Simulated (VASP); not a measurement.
# AlSn (P-6m2) in VASP: single point with LDA

Aim: the single point of AlSn with LDA.

Program: VASP 6.6.1. These are calculated values, not measurements. Logs are shortened: lines on timing, memory, paths and dates and some standing lists are left out, and cuts for length are marked.

**1. The cell of the first run**

Symmetry: P-6m2, No. 187, hexagonal system. The conventional cell has a = 4.198 Å, b = 4.198 Å, c = 3.307 Å, α = 90.00°, β = 90.00°, γ = 120.00°. Al (site symmetry -6m2) has 6 Sn at 2.93 Å and 2 Al at 3.31 Å within 3.9 Å. Within 3.9 Å of Sn (site symmetry -6m2) lie 6 Al at 2.93 Å and 2 Sn at 3.31 Å.

**2. Single point, LDA**

INCAR

```
ALGO     = Normal         # electronic algorithm
EDIFF    = 1E-6           # SCF threshold, eV
ENCUT    = 520            # plane-wave cutoff, eV
ISIF     = 2              # what is computed and relaxed
ISMEAR   = 1              # smearing method
LASPH    = True           # aspherical terms in the spheres
LCHARG   = False          # write CHGCAR
LREAL    = False          # projectors in reciprocal space
LWAVE    = False          # write WAVECAR
NBANDS   = 16             # bands
NELM     = 80             # most SCF steps
PREC     = Accurate       # precision mode
SIGMA    = 0.1            # smearing width, eV
```

KPOINTS

```
k-points
0
Gamma
  7 7 8
```

POSCAR

```
AlSn
1.0
    4.1981100000      0.0000000000      0.0000000000
   -2.0990500000      3.6356700000      0.0000000000
    0.0000000000      0.0000000000      3.3068500000
Al Sn
1 1
Direct
    0.0000000000      0.0000000000      0.0000000000
    0.3333333333      0.6666666667      0.5000000000
```

Potentials or basis: VASP PAW LDA potentials, release 64 (Al, Sn_d).

The run is started by

```sh
$ cat potpaw_LDA.64/Al/POTCAR potpaw_LDA.64/Sn_d/POTCAR > POTCAR
$ mpirun -np 1 vasp_std > vasp.out
```

OUTCAR:

```text
EDIFF = 1E-6
   ENCUT = 520
   ISIF = 2
   ISMEAR = 1
   LASPH = True
   LREAL = False
   NELM = 80
   PREC = Accurate

 ion  position               nearest neighbor table
   1  0.000  0.000  0.000-   2 2.93   2 2.93   2 2.93   2 2.93   2 2.93   2 2.93
   2  0.333  0.667  0.500-   1 2.93   1 2.93   1 2.93   1 2.93   1 2.93   1 2.93

  LATTYP: Found a hexagonal cell.
 ALAT       =     4.1981100000
 C/A-ratio  =     0.7876997030

  Lattice vectors:

 A1 = (   4.1981100000,   0.0000000000,   0.0000000000)
 A2 = (  -2.0990500000,   3.6356700000,   0.0000000000)
 A3 = (   0.0000000000,   0.0000000000,   3.3068500000)

Analysis of symmetry for initial positions (statically):
=====================================================================
 Subroutine PRICEL returns:
 Original cell was already a primitive cell.

 Routine SETGRP: Setting up the symmetry group for a
 hexagonal supercell.

 Subroutine GETGRP returns: Found 12 space group operations
 (whereof 12 operations were pure point group operations)
 out of a pool of 24 trial point group operations.

The static configuration has the point symmetry D_3h.

Analysis of symmetry for dynamics (positions and initial velocities):
=====================================================================
 Subroutine PRICEL returns:
 Original cell was already a primitive cell.

 Routine SETGRP: Setting up the symmetry group for a
 hexagonal supercell.

 Subroutine GETGRP returns: Found 12 space group operations
 (whereof 12 operations were pure point group operations)
 out of a pool of 24 trial point group operations.

The dynamic configuration has the point symmetry D_3h.

 Subroutine INISYM returns: Found 12 space group operations
 (whereof 12 operations are pure point group operations),
 and found     1 'primitive' translations

----------------------------------------------------------------------------------------

                                     Primitive cell

  volume of cell :      50.4723

  direct lattice vectors                    reciprocal lattice vectors
     4.198110000  0.000000000  0.000000000     0.238202429  0.137525906  0.000000000
    -2.099050000  3.635670000  0.000000000     0.000000000  0.275052466  0.000000000
     0.000000000  0.000000000  3.306850000     0.000000000  0.000000000  0.302402589

  length of vectors
     4.198110000  4.198107580  3.306850000     0.275052308  0.275052466  0.302402589

  position of ions in fractional coordinates (direct lattice)
     0.000000000  0.000000000  0.000000000
     0.333333333  0.666666667  0.500000000

  ion indices of the primitive-cell ions
   primitive index   ion index
                 1           1
                 2           2

----------------------------------------------------------------------------------------

 KPOINTS: k-points

Automatic generation of k-mesh.
 Grid dimensions read from file:
 generate k-points for:    7    7    8

 Generating k-lattice:

  Cartesian coordinates                     Fractional coordinates (reciprocal lattice)
     0.034028918  0.019646558  0.000000000     0.142857143  0.000000000  0.000000000
     0.000000000  0.039293209  0.000000000     0.000000000  0.142857143  0.000000000
     0.000000000  0.000000000  0.037800324     0.000000000  0.000000000  0.125000000

  Length of vectors
     0.039293187  0.039293209  0.037800324

  Shift w.r.t. Gamma in fractional coordinates (k-lattice)
     0.000000000  0.000000000  0.000000000

 Subroutine IBZKPT returns following result:
 ===========================================

 Found     40 irreducible k-points:

 Following reciprocal coordinates:
            Coordinates               Weight
  0.000000  0.000000  0.000000      1.000000
  0.142857  0.000000  0.000000      6.000000
  0.285714  0.000000  0.000000      6.000000
  0.428571  0.000000  0.000000      6.000000
  0.142857  0.142857  0.000000      6.000000
  0.285714  0.142857  0.000000     12.000000
[... 16 lines left out ...]
  0.428571  0.142857  0.250000     12.000000
  0.285714  0.285714  0.250000     12.000000
 [... further k-points ...]
   k-points           NKPTS =     40   k-points in BZ     NKDIM =     40   number of bands    NBANDS=     16
   number of dos      NEDOS =    301   number of ions     NIONS =      2
   total plane-waves  NPLWV =  28672
   dimension x,y,z NGX =    32 NGY =   32 NGZ =   28
   dimension x,y,z NGXF=    64 NGYF=   64 NGZF=   56
   ions per type =               1   1
   NGX,Y,Z   is equivalent  to a cutoff of  12.67, 12.67, 14.08 a.u.
   NGXF,Y,Z  is equivalent  to a cutoff of  25.34, 25.34, 28.15 a.u.
 SYSTEM =  unknown system
   PREC   = accura    normal or accurate (medium, high low for compatibility)
   ISTART =      0    job   : 0-new  1-cont  2-samecut
   ICHARG =      2    charge: 1-file 2-atom 10-const
   ISPIN  =      1    spin polarized calculation?
   LNONCOLLINEAR =      F non collinear calculations
   LSORBIT =      F    spin-orbit coupling
   LASPH  =      T    aspherical Exc in radial PAW
   ENCUT  =  520.0 eV  38.22 Ry    6.18 a.u.   7.81  7.81  6.15*2*pi/ulx,y,z
   NELM   =     80;   NELMIN=  2; NELMDL= -5     # of ELM steps
   EDIFF  = 0.1E-05   stopping-criterion for ELM
   LREAL  =      F    real-space projection
   EDIFFG = 0.1E-04   stopping-criterion for IOM
   NSW    =      0    number of steps for IOM
   IBRION =     -1    ionic relax: 0-MD 1-quasi-New 2-CG
   NFREE  =      0    steps in history (QN), initial steepest desc. (CG)
   ISIF   =      2    stress and relaxation
   ISYM   =      2    0-nonsym 1-usesym 2-fastsym
   POTIM  = 0.5000    time-step for ionic-motion
   TEBEG  =    0.0;   TEEND  =   0.0 temperature during run
   PSTRESS=    0.0 pullay stress
   NELECT =      17.0000    total number of electrons
   NUPDOWN=      -1.0000    fix difference up-down
   EMIN   =  10.00;   EMAX   =-10.00  energy-range for DOS
   EFERMI =   0.00;   METHOD = LEGACY
   ISMEAR =     1;   SIGMA  =   0.10  broadening in eV -4-tet -1-fermi 0-gaus
   EFERMI_NEDOS =   21; number of points for ismear=-14 and -15
   IALGO  =     38    algorithm
   IMIX   =      4    mixing-type and parameters
     AMIX     =   0.40;   BMIX     =  1.00
     AMIX_MAG =   1.60;   BMIX_MAG =  1.00
  volume/ion in A,a.u.               =      25.24       170.30
  Fermi-wavevector in a.u.,A,eV,Ry     =   1.139043  2.152480 17.652464  1.297420
  Thomas-Fermi vector in A             =   2.275747
   LORBIT       =      0    0 simple, 1 ext, 2 COOP (PROOUT), +10 PAW based schemes
   GGA     = CA    functional components
   LHFCALC =     F    Hartree Fock is set to
   AEXX    =    0.0000 exact exchange contribution
   IVDW    =     0    specifies the selected vdW correction
   LEPSILON=     F    determine dielectric tensor
   LRPA    =     F    only Hartree local field effects (RPA)
 non-spin polarized calculation
 Methfessel and Paxton  Order N= 1 SIGMA  =   0.10
  energy-cutoff  :      520.00
  volume of cell :       50.47
 maximum number of plane-waves:      1374
 NGX is ok and might be reduce to    32
   NGX = 15   NGY = 15   NGZ = 13

 number of electron      16.9999999 magnetization

 Free energy of the ion-electron system (eV)
  ---------------------------------------------------
  ext. energy  EPLUGINS =         0.00000000
  ---------------------------------------------------
  free energy    TOTEN  =        -8.29964533 eV

  energy without entropy =       -8.30022374  energy(sigma->0) =       -8.29983813

 E-fermi :   6.1815     XC(G=0):  -9.7653

 val. band max:        6.0920179015   @ k =   0.2857   0.2857   0.2500
 cond. band min:       6.2031557790   @ k =   0.0000   0.0000   0.1250
 fundamental gap:      0.1111378775
 Fermi energy:         6.1815272420

 k-point     1 :       0.0000    0.0000    0.0000
  band No.  band energies     occupation
      1     -15.0765      2.00000
      2     -14.9726      2.00000
      3     -14.9726      2.00000
      4     -14.9508      2.00000
      5     -14.9508      2.00000
      6      -4.2686      2.00000
[... 8 lines left out ...]
     15      17.5654      0.00000
     16      19.0057      0.00000

 k-point     2 :       0.1429    0.0000    0.0000
  band No.  band energies     occupation
      1     -15.0750      2.00000
      2     -14.9730      2.00000
      3     -14.9688      2.00000
      4     -14.9520      2.00000
      5     -14.9512      2.00000
      6      -4.0591      2.00000
[... 8 lines left out ...]
     15      16.1912      0.00000
     16      18.5866      0.00000

 k-point     3 :       0.2857    0.0000    0.0000
  band No.  band energies     occupation
      1     -15.0715      2.00000
      2     -14.9740      2.00000
      3     -14.9603      2.00000
      4     -14.9548      2.00000
      5     -14.9519      2.00000
      6      -3.4568      2.00000
[... 8 lines left out ...]
     15      15.8001      0.00000
     16      17.6530      0.00000

 k-point     4 :       0.4286    0.0000    0.0000
  band No.  band energies     occupation
      1     -15.0689      2.00000
      2     -14.9746      2.00000
      3     -14.9569      2.00000
      4     -14.9535      2.00000
      5     -14.9525      2.00000
      6      -2.6538      2.00000
[... 8 lines left out ...]
     15      15.5467      0.00000
     16      17.2403      0.00000
[... 324 lines left out ...]
 k-point    22 :       0.2857    0.1429    0.2500
  band No.  band energies     occupation
      1     -14.9919      2.00000
      2     -14.9866      2.00000
      3     -14.9797      2.00000
      4     -14.9664      2.00000
      5     -14.9533      2.00000
      6      -2.0477      2.00000
[... 8 lines left out ...]
     15      16.6019      0.00000
     16      17.9840      0.00000

 k-point    23 :       0.4286    0.1429    0.2500
  band No.  band energies     occupation
      1     -14.9934      2.00000
      2     -14.9873      2.00000
      3     -14.9792      2.00000
      4     -14.9644      2.00000
      5     -14.9511      2.00000
      6      -1.4888      2.00000
[... 8 lines left out ...]
     15      16.6898      0.00000
     16      18.8127      0.00000

 k-point    24 :       0.2857    0.2857    0.2500
  band No.  band energies     occupation
      1     -14.9922      2.00000
      2     -14.9890      2.00000
      3     -14.9761      2.00000
      4     -14.9631      2.00000
      5     -14.9544      2.00000
      6      -1.3813      2.00000
[... 8 lines left out ...]
     15      18.3715      0.00000
     16      18.4120      0.00000

 [... further k-points ...]

------------------------ aborting loop because EDIFF is reached ----------------------------------------

  FORCE on cell =-STRESS in cart. coord.  units (eV):
  Direction    XX          YY          ZZ          XY          YZ          ZX
  --------------------------------------------------------------------------------------
  -------------------------------------------------------------------------------------
  Total       -0.9811777     -0.9811777     -0.9069725     -0.0000013      0.0000000     -0.0000000
  in kB      -31.1462292    -31.1462308    -28.7906806     -0.0000428      0.0000000     -0.0000000
  external PRESSURE =     -30.3610469 kB  Pullay stress =       0.0000000 kB

 VOLUME and BASIS-vectors are now :
 -----------------------------------------------------------------------------
  energy-cutoff  :      520.00
  volume of cell :       50.47
      direct lattice vectors                 reciprocal lattice vectors
     4.198110000  0.000000000  0.000000000     0.238202429  0.137525906  0.000000000
    -2.099050000  3.635670000  0.000000000     0.000000000  0.275052466  0.000000000
     0.000000000  0.000000000  3.306850000     0.000000000  0.000000000  0.302402589

 POSITION                                       TOTAL-FORCE (eV/Angst)
 -----------------------------------------------------------------------------------
      0.00000      0.00000      0.00000         0.000000      0.000000      0.000000
      0.00000      2.42378      1.65342        -0.000000      0.000000      0.000000
 -----------------------------------------------------------------------------------
    total drift:                                0.000048     -0.000001     -0.000000

  FREE ENERGIE OF THE ION-ELECTRON SYSTEM (eV)
  ---------------------------------------------------
  free  energy   TOTEN  =        -8.2996453272 eV

  energy  without entropy=       -8.3002237356  energy(sigma->0) =       -8.29983813
```

It took 11 s on 1 thread of Intel Xeon Platinum 8488C (Sapphire Rapids), shared host; peak memory 0.16 GiB.

Results:

```yaml
Free_energy: -8.2996 eV
Pressure: -3.0 GPa
```

Caveat: spin-orbit coupling is left out, which moves the levels of the heavy elements.
